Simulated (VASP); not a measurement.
# PtS2 (Fm-3m) in VASP: settings compared, part 2 of 2

VASP 6.6.1. The steps go on from the part before.

**5. Single point, PBE, non-collinear spin, zero start, spin-orbit coupling**

Contents of INCAR:

```
SYSTEM = PtS2
PREC     = Accurate       ! precision mode
ENCUT    = 500            ! plane-wave cutoff, eV
EDIFF    = 1E-6           ! SCF threshold, eV
ISMEAR   = -1             ! smearing method
SIGMA    = 0.02           ! smearing width, eV
LREAL    = .False.        ! projectors in reciprocal space
LASPH    = .True.         ! aspherical terms in the spheres
NELM     = 200            ! most SCF steps
ALGO     = Normal         ! electronic algorithm
ISIF     = 2              ! what is computed and relaxed
LWAVE    = .False.        ! write WAVECAR
LCHARG   = .False.        ! write CHGCAR
MAGMOM   = 0 0 0 0 0 0 0 0 0 ! initial moments
LORBIT   = 11             ! projections on sites
LSORBIT  = .True.         ! spin-orbit coupling
GGA_COMPAT= .False.      
LORBMOM  = .True.       
LMAXMIX  = 4              ! l up to which the mixer works
GGA      = PE             ! functional
NBANDS   = 35             ! bands
```

Contents of KPOINTS:

```
regular mesh
0
Gamma
  4 4 4
  0 0 0
```

Contents of POSCAR:

```
PtS2
1.0
    0.0000000000      2.9757935506      2.9757935506
    2.9757935506      0.0000000000      2.9757935506
    2.9757935506      2.9757935506      0.0000000000
Pt S
1 2
Direct
    0.0000000000      0.0000000000      0.0000000000
    0.2500000000      0.2500000000      0.2500000000
    0.7500000000      0.7500000000      0.7500000000
```

Potentials or basis: VASP PAW PBE potentials, release 64 (Pt, S).

The run is started by

```bash
$ cat potpaw_PBE.64/Pt/POTCAR potpaw_PBE.64/S/POTCAR > POTCAR
$ mpirun -np 1 vasp_ncl > vasp.out
```

OUTCAR:

```text
SYSTEM = PtS2
   PREC = Accurate
   ENCUT = 500
   EDIFF = 1E-6
   ISMEAR = -1
   LREAL = .False.
   LASPH = .True.
   NELM = 200
   ISIF = 2
   LORBIT = 11
   LSORBIT = .True.
   GGA = PE

 ion  position               nearest neighbor table
   1  0.000  0.000  0.000-   3 2.58   3 2.58   3 2.58   2 2.58   3 2.58   2 2.58   2 2.58   2 2.58

   2  0.250  0.250  0.250-   1 2.58   1 2.58   1 2.58   1 2.58
   3  0.750  0.750  0.750-   1 2.58   1 2.58   1 2.58   1 2.58

  LATTYP: Found a face centered cubic cell.
 ALAT       =     5.9515871012

  Lattice vectors:

 A1 = (   0.0000000000,   2.9757935506,   2.9757935506)
 A2 = (   2.9757935506,   0.0000000000,   2.9757935506)
 A3 = (   2.9757935506,   2.9757935506,   0.0000000000)

Analysis of symmetry for initial positions (statically):
[... 600 lines left out ...]
     0.0000000     0.0000000     0.0000000     0.0000000     0.0000000     0.0000000     0.0000000
     0.0000000     0.0000000     0.0000000     0.0000000     0.0000000     0.0000000     0.0000000
     0.0000000     0.0000000     0.0000000     0.0000000     0.0000000     0.0000000     0.0000000
     0.0000000     0.0000000     0.0000000     0.0000000     0.0000000     0.0000000     0.0000000
     0.0000000     0.0000000     0.0000000     0.0000000     0.0000000     0.0000000     0.0000000

 total charge

# of ion       s       p       d       tot
------------------------------------------
    1        0.561   0.587   7.963   9.111
    2        1.427   2.142   0.000   3.568
    3        1.427   2.142   0.000   3.568
--------------------------------------------------
tot          3.415   4.870   7.963  16.247

 magnetization (x)

# of ion       s       p       d       tot
------------------------------------------
    1       -0.000   0.000   0.000  -0.000
    2        0.000   0.000   0.000   0.000
    3        0.000   0.000   0.000   0.000
--------------------------------------------------
tot         -0.000   0.000   0.000  -0.000

 magnetization (y)

# of ion       s       p       d       tot
------------------------------------------
    1       -0.000  -0.000   0.000  -0.000
    2        0.000   0.000   0.000   0.000
    3        0.000   0.000   0.000   0.000
--------------------------------------------------
tot         -0.000  -0.000   0.000  -0.000

 magnetization (z)

# of ion       s       p       d       tot
------------------------------------------
    1       -0.000   0.000   0.000   0.000
    2        0.000   0.000   0.000   0.000
    3        0.000   0.000   0.000   0.000
--------------------------------------------------
tot         -0.000   0.000   0.000   0.000
```

OSZICAR:

```text
N       E                     dE             d eps       ncg     rms          rms(c)
DAV:   1     0.115125595252E+03    0.11513E+03   -0.99795E+03   560   0.110E+03
DAV:   2    -0.779543229956E+01   -0.12292E+03   -0.11516E+03   646   0.233E+02
DAV:   3    -0.149415605755E+02   -0.71461E+01   -0.69885E+01   685   0.531E+01
DAV:   4    -0.150562190729E+02   -0.11466E+00   -0.11442E+00   665   0.742E+00
DAV:   5    -0.150586573498E+02   -0.24383E-02   -0.24376E-02   685   0.107E+00    0.214E+01
DAV:   6    -0.144610627718E+02    0.59759E+00   -0.65238E+00   589   0.238E+01    0.172E+01
DAV:   7    -0.139883117243E+02    0.47275E+00   -0.13530E+00   611   0.126E+01    0.776E+00
DAV:   8    -0.139806333908E+02    0.76783E-02   -0.10386E-01   604   0.190E+00    0.371E+00
DAV:   9    -0.139750376010E+02    0.55958E-02   -0.76193E-03   654   0.888E-01    0.107E+00
DAV:  10    -0.139750299899E+02    0.76111E-05   -0.11636E-03   610   0.220E-01    0.246E-01
DAV:  11    -0.139750771309E+02   -0.47141E-04   -0.97420E-05   634   0.738E-02    0.110E-01
DAV:  12    -0.139751096710E+02   -0.32540E-04   -0.46614E-05   612   0.425E-02    0.184E-02
DAV:  13    -0.139751135503E+02   -0.38793E-05   -0.32743E-06   661   0.113E-02    0.110E-02
DAV:  14    -0.139751144034E+02   -0.85309E-06   -0.25898E-06   575   0.989E-03
   1 F= -.13975114E+02 E0= -.13972972E+02  d E =-.428507E-02  mag=     0.0000     0.0000    -0.0000
```

stdout:

```text
POSCAR found type information on POSCAR PtS
 POSCAR found :  2 types and       3 ions
 scaLAPACK will be used
 LDA part: xc-table for (Slater+PW92), standard interpolation
 POSCAR, INCAR and KPOINTS ok, starting setup
 FFT: planning ... GRIDC
 FFT: planning ... GRID_SOFT
 FFT: planning ... GRID
 WAVECAR not read
 entering main loop
```

Run time: 22 s. Hardware: 1 thread of Intel Xeon 6975P-C (Granite Rapids), shared host; peak memory 0.3 GiB.

What came out:

| Property | Result |
| --- | --- |
| Free energy | -13.9751 eV |
| Pressure | 1.4 GPa |
| Net moment | 0.00 μB per cell |
| Valence electrons inside the program's atomic spheres | Pt 9.11; S 3.57 |

Moments on the atoms (μB; x, y, z):
```
Pt  0.00 0.00 0.00
S   0.00 0.00 0.00
S   0.00 0.00 0.00
```

Caveat: the k points lie up to 0.46 Å⁻¹ apart.

**6. The runs side by side**

```tsv
level	potentials or basis	spin	k mesh	gap on the mesh (eV)	pressure (GPa)
PBEsol	VASP PAW PBE potentials, release 64 (Pt, S)	off	4 × 4 × 4	none	-4.1
PBE	VASP PAW PBE potentials, release 64 (Pt, S)	off	4 × 4 × 4	none	1.3
LDA	VASP PAW LDA potentials, release 64 (Pt, S)	off	6 × 6 × 6	none	-6.6
PBE	VASP PAW PBE potentials, release 64 (Pt, S)	non-collinear, zero start, SOC	4 × 4 × 4	-	1.4
```

Alike in all rows: task single point; cell as given; cutoff (eV) 500; smearing fermi-dirac 0.02 eV.

Caveats: some runs use coarse meshes; spin-orbit coupling is left out, which moves the levels of the heavy elements (at least some runs); the PAW data sets were made with another functional, which shifts forces and pressure a little (at least some runs); the cell stands under tension (at least some runs).

Total energies depend on the potentials used, so only differences within one code and one set of settings carry meaning.
